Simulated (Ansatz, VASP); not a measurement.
**One calculation of MgO, two programs**

POSCAR

```
MgO
1.0
    0.0000000000      2.1021674168      2.1021674168
    2.1021674168      0.0000000000      2.1021674168
    2.1021674168      2.1021674168      0.0000000000
Mg O
1 1
Direct
    0.0000000000      0.0000000000      0.0000000000
    0.5000000000      0.5000000000      0.5000000000
```

File INCAR.step1:

```
SYSTEM = MgO
  PREC = Accurate
  ENCUT = 520
  EDIFF = 1E-5
  ISMEAR = 0
  SIGMA = 0.01
  LREAL = .FALSE.
  LASPH = .TRUE.
  NELM = 80
  ALGO = Normal
  ISIF = 2
  LWAVE = .TRUE.
  LCHARG = .FALSE.
  NBANDS = 11
  GGA = PE
```

The input INCAR.step2:

```
SYSTEM = MgO
  PREC = Accurate
  ENCUT = 520
  EDIFF = 1E-7
  ISMEAR = 0
  SIGMA = 0.01
  LREAL = .FALSE.
  LASPH = .TRUE.
  NELM = 80
  ALGO = Normal
  ISIF = 2
  LWAVE = .FALSE.
  LCHARG = .FALSE.
  GGA = PE
  LHFCALC = .TRUE.
  AEXX = 1.0
  HFSCREEN = 0.2078
  PRECFOCK = Normal
  NBANDS = 11
  ISTART = 1
  ALDAC = 1.0
  AGGAC = 1.0
```

File KPOINTS:

```
regular mesh
0
G
  6 6 6
  0 0 0
```

Input for Ansatz:

```yaml
crystal:
  lattice:
    - [0.0, 2.1021674168, 2.1021674168]
    - [2.1021674168, 0.0, 2.1021674168]
    - [2.1021674168, 2.1021674168, 0.0]
  atoms:
    - { symbol: Mg, position: [0.0, 0.0, 0.0] }
    - { symbol: O, position: [0.5, 0.5, 0.5] }
kpoints:
  mp_grid: { grid: [6, 6, 6] }
hamiltonian:
  xc:
    exchange: pbe
    correlation: pbe
    exx: { coeff: 1.0, omega: 0.2078 }
scf:
  occupations: { method: fixed }
  n_extra_bands: 4
output:
  forces: true
  stress: true
  eigenvalues: true
```

Alike in both runs: task single point; functional PBE-based screened hybrid; k mesh 6 × 6 × 6; no spin polarisation.

```csv
,VASP,Ansatz
version,VASP 6.6.1,Ansatz 0.2.0
potentials or method,"VASP PAW PBE potentials, release 64 (Mg, O)",plane waves
plane-wave cutoff (eV),520,420
occupations,"gaussian, width 0.01 eV",fixed
valence electrons in the cell,8,16
```

Ansatz gave:

- gap on the k mesh at the Fermi level (eV): 12.25
- pressure (GPa): -16.4

Estimate VASP's values.

gap on the k mesh at the Fermi level (eV): 12.08; pressure (GPa): -15.7.

VASP's potentials were made for PBE, not for PBE-based screened hybrid. VASP's potentials hold 8 valence electrons a cell and Ansatz's 16, so a difference there can come from the potentials and not from the codes. Ansatz's warnings: stress exchange threshold loose, stress scf threshold loose.

The k mesh is coarse, so the values compare programs but aren't converged.
